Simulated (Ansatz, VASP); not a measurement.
**YN: VASP beside Ansatz**

```xyz
2
Lattice="0.0000 2.4456 2.4898 2.4456 0.0000 2.4898 2.4456 2.4456 0.0000" Properties=species:S:1:pos:R:3 pbc="T T T"
Y     0.0000    0.0000    0.0000
N     2.4456    2.4456    2.4898
```

Alike in both runs: task single point; functional PBE; k mesh 10 × 10 × 10; occupations gaussian, width 0.01 eV; no spin polarisation.

|  | VASP | Ansatz |
| --- | --- | --- |
| version | VASP 6.6.1 | Ansatz 0.2.0 |
| potentials or method | VASP PAW PBE potentials, release 64 (Y_sv, N), cutoff 600 eV | scalar-relativistic, plane waves, PAW |
| valence electrons in the cell | 16 | 16 |

Ansatz gave:

```
gap on the k mesh at the Fermi level (eV) : 0.19
least direct gap on the mesh (eV)         : 0.59
```

Estimate VASP's values.

gap on the k mesh at the Fermi level (eV): 0.18; least direct gap on the mesh (eV): 0.59.
